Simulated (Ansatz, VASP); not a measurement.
## Two plane-wave programs on Al2O3

File INCAR:

```
SYSTEM = Al2O3
PREC = Accurate ; ENCUT = 520
EDIFF = 1E-7 ; ISMEAR = 0
SIGMA = 0.01 ; LREAL = .FALSE.
LASPH = .TRUE. ; NELM = 80
ALGO = Normal ; ISIF = 2
LWAVE = .FALSE. ; LCHARG = .FALSE.
GGA = PE ; NBANDS = 35
```

KPOINTS

```
regular mesh
0
G
  6 6 6
  0 0 0
```

The input POSCAR:

```
Al2O3
1.0
    2.3552033310      1.3597772771      4.2852296112
   -2.3552033310      1.3597772771      4.2852296112
    0.0000000000     -2.7195545543      4.2852296112
Al O
4 6
Direct
    0.8521488403      0.8521488403      0.8521488403
    0.3521488403      0.3521488403      0.3521488403
    0.1478511597      0.1478511597      0.1478511597
    0.6478511597      0.6478511597      0.6478511597
    0.4438250151      0.0561749849      0.7500000000
    0.0561749849      0.7500000000      0.4438250151
    0.5561749849      0.9438250151      0.2500000000
    0.2500000000      0.5561749849      0.9438250151
    0.9438250151      0.2500000000      0.5561749849
    0.7500000000      0.4438250151      0.0561749849
```

Input for Ansatz:

```yaml
crystal:
  lattice:
    - [2.355203331, 1.3597772771, 4.2852296112]
    - [-2.355203331, 1.3597772771, 4.2852296112]
    - [0.0, -2.7195545543, 4.2852296112]
  atoms:
    - { symbol: Al, position: [0.8521488403, 0.8521488403, 0.8521488403] }
    - { symbol: Al, position: [0.3521488403, 0.3521488403, 0.3521488403] }
    - { symbol: Al, position: [0.1478511597, 0.1478511597, 0.1478511597] }
    - { symbol: Al, position: [0.6478511597, 0.6478511597, 0.6478511597] }
    - { symbol: O, position: [0.4438250151, 0.0561749849, 0.75] }
    - { symbol: O, position: [0.0561749849, 0.75, 0.4438250151] }
    - { symbol: O, position: [0.5561749849, 0.9438250151, 0.25] }
    - { symbol: O, position: [0.25, 0.5561749849, 0.9438250151] }
    - { symbol: O, position: [0.9438250151, 0.25, 0.5561749849] }
    - { symbol: O, position: [0.75, 0.4438250151, 0.0561749849] }
kpoints:
  mp_grid: { grid: [6, 6, 6] }
hamiltonian:
  xc: pbe
scf:
  occupations: { method: fixed }
  n_extra_bands: 6
output:
  forces: true
  stress: true
  eigenvalues: true
```

Alike in both runs: task single point; functional PBE; k mesh 6 × 6 × 6; no spin polarisation.

|  | VASP | Ansatz |
| --- | --- | --- |
| version | VASP 6.6.1 | Ansatz 0.2.0 |
| potentials or method | VASP PAW PBE potentials, release 64 (Al, O) | plane waves, PAW |
| plane-wave cutoff (eV) | 520 | 420 |
| occupations | gaussian, width 0.01 eV | fixed |
| valence electrons in the cell | 48 | 48 |

```csv
,VASP,Ansatz,Ansatz less VASP
gap on the k mesh at the Fermi level (eV),6.63,6.63,-0.002
pressure (GPa),16.1,16.2,+0.10
"traceless stress, the component that is largest in VASP (GPa)",-0.84,-0.81,+0.035
rms of the force components (eV/Å),0.032,0.032,+0.0004
```

Atom by atom the forces differ by 0.001 eV/Å (rms over components).
